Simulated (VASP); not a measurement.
# Rb2H (P4_2/nmc) in VASP: further runs

Rb2H is run at these levels: PBE; tasks: relaxation of cell and atoms, single point.

All numbers are computed with VASP 6.6.1; they aren't measurements. Logs are shortened: lines on timing, memory, paths and dates and some standing lists are left out, and cuts for length are marked.

### 1 The cell of the first run

Symmetry: P4_2/nmc, No. 137, tetragonal system. The conventional cell has a = 5.076 Å, b = 5.076 Å, c = 7.308 Å, α = 90.00°, β = 90.00°, γ = 90.00°. Within 3.9 Å of Rb (site symmetry 2mm) lie 4 H at 2.94 to 3.34 Å and 6 Rb at 3.65 Å. Within 3.9 Å of H (site symmetry -4m2) lie 8 Rb at 2.94 to 3.34 Å.

### 2 Relaxation of cell and atoms, PBE

INCAR reads:

```
PREC = Accurate
ENCUT = 600
EDIFF = 1E-6
ISMEAR = 0
SIGMA = 0.1
LREAL = False
LASPH = True
NELM = 80
ALGO = Normal
ISIF = 3
LWAVE = False
LCHARG = False
GGA = PE
IBRION = 2
NSW = 100
EDIFFG = -0.01
```

KPOINTS reads:

```
regular mesh
0
Gamma
  8 8 6
```

POSCAR reads:

```
Rb2H
1.0
    5.0763332750      0.0000000000      0.0000000000
    0.0000000000      5.0763332750      0.0000000000
    0.0000000000      0.0000000000      7.3079662314
Rb H
4 2
Direct
    0.0000000000      0.5000000000      0.2030000000
    0.0000000000      0.5000000000      0.7030000000
    0.5000000000      0.0000000000      0.2970000000
    0.5000000000      0.0000000000      0.7970000000
    0.0000000000      0.0000000000      0.0000000000
    0.5000000000      0.5000000000      0.5000000000
```

Potentials or basis: VASP PAW PBE potentials, release 64 (Rb_sv, H).

Started as:

```bash
$ cat potpaw_PBE.64/Rb_sv/POTCAR potpaw_PBE.64/H/POTCAR > POTCAR
$ mpirun -np 1 vasp_std > vasp.out
```

OUTCAR:

```text
PREC = Accurate
   ENCUT = 600
   EDIFF = 1E-6
   ISMEAR = 0
   LREAL = False
   LASPH = True
   NELM = 80
   ISIF = 3
   GGA = PE
   IBRION = 2
   NSW = 100
   EDIFFG = -0.01

 ion  position               nearest neighbor table
   1  0.000  0.500  0.203-   5 2.94   5 2.94   6 3.34   6 3.34   2 3.65   2 3.65   3 3.65   3 3.65
                             3 3.65   3 3.65   4 4.66   4 4.66   4 4.66   4 4.66   4 5.63   4 5.63
   2  0.000  0.500  0.703-   6 2.94   6 2.94   5 3.34   5 3.34   1 3.65   1 3.65   4 3.65   4 3.65
                             4 3.65   4 3.65   3 4.66   3 4.66   3 4.66   3 4.66   3 5.63   3 5.63
   3  0.500  0.000  0.297-   6 2.94   6 2.94   5 3.34   5 3.34   4 3.65   4 3.65   1 3.65   1 3.65
                             1 3.65   1 3.65   2 4.66   2 4.66   2 4.66   2 4.66   2 5.63   2 5.63
   4  0.500  0.000  0.797-   5 2.94   5 2.94   6 3.34   6 3.34   3 3.65   3 3.65   2 3.65   2 3.65
                             2 3.65   2 3.65   1 4.66   1 4.66   1 4.66   1 4.66   1 5.63   1 5.63
   5  0.000  0.000  0.000-   1 2.94   4 2.94   1 2.94   4 2.94   3 3.34   2 3.34   3 3.34   2 3.34

   6  0.500  0.500  0.500-   2 2.94   3 2.94   3 2.94   2 2.94   1 3.34   4 3.34   1 3.34   4 3.34

  LATTYP: Found a simple tetragonal cell.
 ALAT       =     5.0763332750
 C/A-ratio  =     1.4396151386

  Lattice vectors:

 A1 = (   5.0763332750,   0.0000000000,   0.0000000000)
 A2 = (   0.0000000000,   5.0763332750,   0.0000000000)
 A3 = (   0.0000000000,   0.0000000000,   7.3079662314)

Analysis of symmetry for initial positions (statically):
=====================================================================
 Subroutine PRICEL returns:
 Original cell was already a primitive cell.

 Routine SETGRP: Setting up the symmetry group for a
 simple tetragonal supercell.

 Subroutine GETGRP returns: Found 16 space group operations
 (whereof  8 operations were pure point group operations)
 out of a pool of 16 trial point group operations.

The static configuration has the point symmetry D_2d.
 The point group associated with its full space group is D_4h.

Analysis of symmetry for dynamics (positions and initial velocities):
=====================================================================
 Subroutine PRICEL returns:
 Original cell was already a primitive cell.

 Routine SETGRP: Setting up the symmetry group for a
 simple tetragonal supercell.

 Subroutine GETGRP returns: Found 16 space group operations
 (whereof  8 operations were pure point group operations)
 out of a pool of 16 trial point group operations.

The dynamic configuration has the point symmetry D_2d.
 The point group associated with its full space group is D_4h.

 Subroutine INISYM returns: Found 16 space group operations
 (whereof  8 operations are pure point group operations),
 and found     1 'primitive' translations

----------------------------------------------------------------------------------------

                                     Primitive cell

  volume of cell :     188.3201

  direct lattice vectors                    reciprocal lattice vectors
     5.076333275  0.000000000  0.000000000     0.196992582  0.000000000  0.000000000
     0.000000000  5.076333275  0.000000000     0.000000000  0.196992582  0.000000000
     0.000000000  0.000000000  7.307966231     0.000000000  0.000000000  0.136836976

  length of vectors
     5.076333275  5.076333275  7.307966231     0.196992582  0.196992582  0.136836976

  position of ions in fractional coordinates (direct lattice)
     0.000000000  0.500000000  0.203000000
     0.000000000  0.500000000  0.703000000
     0.500000000  0.000000000  0.297000000
     0.500000000  0.000000000  0.797000000
     0.000000000  0.000000000  0.000000000
     0.500000000  0.500000000  0.500000000

  ion indices of the primitive-cell ions
   primitive index   ion index
                 1           1
                 2           2
                 3           3
                 4           4
                 5           5
                 6           6

----------------------------------------------------------------------------------------

 KPOINTS: regular mesh

Automatic generation of k-mesh.
 Grid dimensions read from file:
 generate k-points for:    8    8    6

 Generating k-lattice:

  Cartesian coordinates                     Fractional coordinates (reciprocal lattice)
     0.024624073  0.000000000  0.000000000     0.125000000  0.000000000  0.000000000
     0.000000000  0.024624073  0.000000000     0.000000000  0.125000000  0.000000000
     0.000000000  0.000000000  0.022806163     0.000000000  0.000000000  0.166666667

  Length of vectors
     0.024624073  0.024624073  0.022806163

  Shift w.r.t. Gamma in fractional coordinates (k-lattice)
     0.000000000  0.000000000  0.000000000

 Subroutine IBZKPT returns following result:
 ===========================================

 Found     60 irreducible k-points:

 Following reciprocal coordinates:
            Coordinates               Weight
  0.000000  0.000000  0.000000      1.000000
  0.125000  0.000000  0.000000      4.000000
  0.250000  0.000000  0.000000      4.000000
  0.375000  0.000000  0.000000      4.000000
  0.500000  0.000000  0.000000      2.000000
  0.125000  0.125000  0.000000      4.000000
[... 16 lines left out ...]
  0.375000  0.125000  0.166667     16.000000
  0.500000  0.125000  0.166667      8.000000
 [... further k-points ...]
   k-points           NKPTS =     60   k-points in BZ     NKDIM =     60   number of bands    NBANDS=     23
   number of dos      NEDOS =    301   number of ions     NIONS =      6
   total plane-waves  NPLWV = 105840
   dimension x,y,z NGX =    42 NGY =   42 NGZ =   60
   dimension x,y,z NGXF=    84 NGYF=   84 NGZF=  120
   ions per type =               4   2
   NGX,Y,Z   is equivalent  to a cutoff of  13.75, 13.75, 13.65 a.u.
   NGXF,Y,Z  is equivalent  to a cutoff of  27.51, 27.51, 27.30 a.u.
 SYSTEM =  unknown system
   PREC   = accura    normal or accurate (medium, high low for compatibility)
   ISTART =      0    job   : 0-new  1-cont  2-samecut
   ICHARG =      2    charge: 1-file 2-atom 10-const
   ISPIN  =      1    spin polarized calculation?
   LNONCOLLINEAR =      F non collinear calculations
   LSORBIT =      F    spin-orbit coupling
   LASPH  =      T    aspherical Exc in radial PAW
   ENCUT  =  600.0 eV  44.10 Ry    6.64 a.u.  10.14 10.14 14.60*2*pi/ulx,y,z
   NELM   =     80;   NELMIN=  2; NELMDL= -5     # of ELM steps
   EDIFF  = 0.1E-05   stopping-criterion for ELM
   LREAL  =      F    real-space projection
   EDIFFG = -.1E-01   stopping-criterion for IOM
   NSW    =    100    number of steps for IOM
   IBRION =      2    ionic relax: 0-MD 1-quasi-New 2-CG
   NFREE  =      1    steps in history (QN), initial steepest desc. (CG)
   ISIF   =      3    stress and relaxation
   ISYM   =      2    0-nonsym 1-usesym 2-fastsym
   POTIM  = 0.5000    time-step for ionic-motion
   TEBEG  =    0.0;   TEEND  =   0.0 temperature during run
   PSTRESS=    0.0 pullay stress
   NELECT =      38.0000    total number of electrons
   NUPDOWN=      -1.0000    fix difference up-down
   EMIN   =  10.00;   EMAX   =-10.00  energy-range for DOS
   EFERMI =   0.00;   METHOD = LEGACY
   ISMEAR =     0;   SIGMA  =   0.10  broadening in eV -4-tet -1-fermi 0-gaus
   EFERMI_NEDOS =   21; number of points for ismear=-14 and -15
   IALGO  =     38    algorithm
   IMIX   =      4    mixing-type and parameters
     AMIX     =   0.40;   BMIX     =  1.00
     AMIX_MAG =   1.60;   BMIX_MAG =  1.00
  volume/ion in A,a.u.               =      31.39       211.81
  Fermi-wavevector in a.u.,A,eV,Ry     =   0.960219  1.814551 12.544859  0.922021
  Thomas-Fermi vector in A             =   2.089484
   LORBIT       =      0    0 simple, 1 ext, 2 COOP (PROOUT), +10 PAW based schemes
   GGA     = PE    functional components
   LHFCALC =     F    Hartree Fock is set to
   AEXX    =    0.0000 exact exchange contribution
   IVDW    =     0    specifies the selected vdW correction
   LEPSILON=     F    determine dielectric tensor
   LRPA    =     F    only Hartree local field effects (RPA)
 conjugate gradient relaxation of ions
 non-spin polarized calculation
 Gauss-broadening in eV      SIGMA  =   0.10
  energy-cutoff  :      600.00
  volume of cell :      188.32
 maximum number of plane-waves:      6328
 NGX is ok and might be reduce to    42
   NGX = 21   NGY = 21   NGZ = 29

--------------------------------------- Ionic step        1  -------------------------------------------

 number of electron      37.9999999 magnetization

 Free energy of the ion-electron system (eV)
  ---------------------------------------------------
  ext. energy  EPLUGINS =         0.00000000
  ---------------------------------------------------
  free energy    TOTEN  =        -9.09443724 eV

  energy without entropy =       -9.06620154  energy(sigma->0) =       -9.08031939

------------------------ aborting loop because EDIFF is reached ----------------------------------------

  FORCE on cell =-STRESS in cart. coord.  units (eV):
  Direction    XX          YY          ZZ          XY          YZ          ZX
  --------------------------------------------------------------------------------------
  -------------------------------------------------------------------------------------
  Total        2.8652132      2.8652132      3.1137669      0.0000000     -0.0000000     -0.0000000
  in kB       24.3764661     24.3764661     26.4910943      0.0000000     -0.0000000     -0.0000000
  external PRESSURE =      25.0813421 kB  Pullay stress =       0.0000000 kB
[... 101 lines left out ...]
  FREE ENERGIE OF THE ION-ELECTRON SYSTEM (eV)
  ---------------------------------------------------
  free  energy   TOTEN  =        -9.4574314438 eV

  energy  without entropy=       -9.4201588457  energy(sigma->0) =       -9.43879514

[... ionic steps 4 to 34 ...]

--------------------------------------- Ionic step       35  -------------------------------------------

 number of electron      38.0000018 magnetization

------------------------ aborting loop because EDIFF is reached ----------------------------------------

  FORCE on cell =-STRESS in cart. coord.  units (eV):
  Direction    XX          YY          ZZ          XY          YZ          ZX
  --------------------------------------------------------------------------------------
  -------------------------------------------------------------------------------------
  Total        0.0307695      0.0307695     -0.0908697      0.0000000      0.0000000      0.0000000
  in kB        0.1592212      0.1592212     -0.4702176      0.0000000      0.0000000      0.0000000
  external PRESSURE =      -0.0505918 kB  Pullay stress =       0.0000000 kB
[... 65 lines left out ...]
  energy  without entropy=      -10.2350561071  energy(sigma->0) =      -10.23923356

--------------------------------------- Ionic step       37  -------------------------------------------

 number of electron      38.0000017 magnetization

 Free energy of the ion-electron system (eV)
  ---------------------------------------------------
  ext. energy  EPLUGINS =         0.00000000
  ---------------------------------------------------
  free energy    TOTEN  =       -10.24369147 eV

  energy without entropy =      -10.23527147  energy(sigma->0) =      -10.23948147

 E-fermi :   0.3549     XC(G=0):  -5.8343

 val. band max:        0.1817690413   @ k =   0.2500   0.2500   0.0000
 cond. band min:       0.4166444195   @ k =   0.3750   0.0000   0.5000
 fundamental gap:      0.2348753782
 Fermi energy:         0.3549187431

 k-point     1 :       0.0000    0.0000    0.0000
  band No.  band energies     occupation
      1     -28.2520      2.00000
      2     -28.2497      2.00000
      3     -28.2425      2.00000
      4     -28.2403      2.00000
      5     -12.4427      2.00000
      6     -12.4112      2.00000
[... 613 lines left out ...]
     22       1.1014      0.00000
     23       1.8832      0.00000

 [... further k-points ...]

------------------------ aborting loop because EDIFF is reached ----------------------------------------

  FORCE on cell =-STRESS in cart. coord.  units (eV):
  Direction    XX          YY          ZZ          XY          YZ          ZX
  --------------------------------------------------------------------------------------
  -------------------------------------------------------------------------------------
  Total        0.0320104      0.0320104      0.0082253      0.0000000     -0.0000000      0.0000000
  in kB        0.1650204      0.1650204      0.0424030      0.0000000     -0.0000000      0.0000000
  external PRESSURE =       0.1241479 kB  Pullay stress =       0.0000000 kB
[... 21 lines left out ...]
  FREE ENERGIE OF THE ION-ELECTRON SYSTEM (eV)
  ---------------------------------------------------
  free  energy   TOTEN  =       -10.2436914699 eV

  energy  without entropy=      -10.2352714700  energy(sigma->0) =      -10.23948147

 reached required accuracy - stopping structural energy minimisation
```

It took 59 min on 1 thread of Intel Xeon 6975P-C (Granite Rapids), shared host; peak memory 0.49 GiB.

Results:

- Free energy: -10.2437 eV
- Relaxed volume: 51.80 Å³/atom
- Relaxed cell: a = 4.678 Å, b = 4.678 Å, c = 14.199 Å, α = 90.00°, β = 90.00°, γ = 90.00°
- Space group after relaxing (to 0.1 Å): P4_2/nmc (No. 137)
- Energy gained by relaxing: 191.5 meV/atom
- Ionic steps: 37
- Pressure after relaxing: 0.0 GPa
- Band gap on the k mesh: zero (bands 19 and 20 overlap by 1.86 eV)

Step by step:
| step | energy change (eV) | largest force (eV/Å) | pressure (GPa) | volume (Å³) |
| --- | --- | --- | --- | --- |
| 1 | 0.0000 | 0.0162 | 2.51 | 188.32 |
| 2 | -0.1755 | 0.0436 | 1.63 | 202.03 |
| 3 | -0.3630 | 0.0883 | 0.28 | 235.98 |
| 4 | -0.3726 | 0.0965 | 0.04 | 245.26 |
| 5 | -0.3729 | 0.0981 | 0.00 | 247.34 |
| 6 | -0.3761 | 0.1004 | 0.00 | 247.54 |
| 7 | -0.3860 | 0.1073 | 0.00 | 248.13 |
| 8 | -0.4068 | 0.1199 | 0.02 | 249.29 |
| 9 | -0.4531 | 0.1408 | 0.04 | 251.55 |
| 10 | -0.5632 | 0.1524 | 0.14 | 255.81 |
| 11 | -0.7756 | 0.0393 | 0.55 | 263.33 |
| 12 | -0.1212 | 0.3297 | 2.18 | 274.51 |
| 13 | -0.7786 | 0.0915 | 0.86 | 265.64 |
| 14 | -0.7833 | 0.0711 | 0.81 | 265.07 |
| 15 | -0.7859 | 0.0734 | 0.80 | 265.79 |
| 16 | -0.7927 | 0.0824 | 0.79 | 267.96 |
| 17 | -0.8031 | 0.1009 | 0.76 | 272.31 |
| 18 | -0.8097 | 0.1383 | 0.72 | 281.07 |
| 19 | -0.8225 | 0.1300 | 0.64 | 283.72 |
| 20 | -0.8538 | 0.1061 | 0.43 | 291.77 |
| 21 | -0.8865 | 0.0622 | 0.08 | 308.33 |
| 22 | -0.8893 | 0.0472 | -0.03 | 314.62 |
| 23 | -0.8952 | 0.0477 | -0.02 | 315.35 |
| 24 | -0.9119 | 0.0483 | -0.03 | 317.46 |
| 25 | -0.9411 | 0.0498 | -0.04 | 321.32 |
| 26 | -0.9911 | 0.0534 | -0.07 | 327.66 |
| 27 | -1.0859 | 0.0583 | -0.15 | 335.10 |
| 28 | -0.6386 | 0.0766 | -1.54 | 331.32 |
| 29 | -1.0997 | 0.0258 | -0.21 | 335.50 |
| 30 | -1.1165 | 0.0098 | -0.40 | 336.43 |
| 31 | -1.1150 | 0.0201 | -0.26 | 336.16 |
| 32 | -1.1418 | 0.0606 | -0.02 | 317.22 |
| 33 | -1.1423 | 0.0672 | 0.02 | 314.42 |
| 34 | -1.1463 | 0.0445 | 0.01 | 312.88 |
| 35 | -1.1487 | 0.0064 | -0.01 | 309.62 |
| 36 | -1.1490 | 0.0050 | 0.00 | 310.37 |
| 37 | -1.1493 | 0.0014 | 0.01 | 310.79 |

Final structure:
```
Rb H
1.0
     4.67845    0.00000    0.00000
     0.00000    4.67845    0.00000
     0.00000    0.00000   14.19905
Rb H
4 2
Direct
  0.00000 0.50000 0.11292
  0.00000 0.50000 0.61292
  0.50000 0.00000 0.38708
  0.50000 0.00000 0.88708
  0.00000 0.00000 0.00000
  0.50000 0.50000 0.50000
```

Caveat: the volume moved by over 15 % at a fixed basis, so the end points are rough.

### 3 Single point, PBE

This run uses another cell than the first one, of 53.51 Å³/atom.

INCAR reads:

```
SYSTEM = Rb2H
  PREC = Accurate
  ENCUT = 520
  EDIFF = 1E-6
  ISMEAR = 0
  SIGMA = 0.1
  LREAL = .FALSE.
  LASPH = .TRUE.
  NELM = 80
  ALGO = Normal
  ISIF = 2
  LWAVE = .FALSE.
  LCHARG = .FALSE.
  GGA = PE
  NBANDS = 28
```

KPOINTS reads:

```
regular mesh
0
G
  8 8 4
  0 0 0
```

POSCAR reads:

```
Rb2H
1.0
    4.5290234967      0.0000000000      0.0000000000
    0.0000000000      4.5290234967      0.0000000000
    0.0000000000      0.0000000000     15.6510869977
Rb H
4 2
Direct
    0.0000000000      0.5000000000      0.1130315957
    0.0000000000      0.5000000000      0.6130315957
    0.5000000000      0.0000000000      0.3869684043
    0.5000000000      0.0000000000      0.8869684043
    0.0000000000      0.0000000000      0.0000000000
    0.5000000000      0.5000000000      0.5000000000
```

Potentials or basis: VASP PAW PBE potentials, release 64 (Rb_sv, H).

Started as:

```bash
$ cat potpaw_PBE.64/Rb_sv/POTCAR potpaw_PBE.64/H/POTCAR > POTCAR
$ mpirun -np 1 vasp_std > vasp.out
```

Run time: 3.5 min. Hardware: 1 thread of Intel Xeon 6975P-C (Granite Rapids), shared host; peak memory 0.58 GiB.

The run converged. Its results:

| Property | Result |
| --- | --- |
| Free energy | -10.5055 eV |
| Pressure | 0.0 GPa |
| Band gap on the k mesh | zero (bands 19 and 20 overlap by 2.05 eV) |

Levels at points of the mesh, in eV from the Fermi level:
```
           k point  band 17  band 18  band 19  band 20  band 21  band 22
(0.00, 0.00, 0.00)    -3.22    -3.06    -1.18    -0.61     0.37     0.77
(0.50, 0.00, 0.00)    -2.58    -2.58     0.22     0.22     0.70     0.70
(0.50, 0.50, 0.00)    -2.25    -2.25     0.98     0.98     1.32     1.32
(0.00, 0.00, 0.50)    -3.15    -3.15    -0.93    -0.93     0.62     0.62
(0.50, 0.00, 0.50)    -2.58    -2.58     0.21     0.21     0.71     0.71
(0.50, 0.50, 0.50)    -2.25    -2.25     1.12     1.12     1.12     1.12
```

The gap in the log of VASP goes by the Fermi energy; the results here count the filled bands.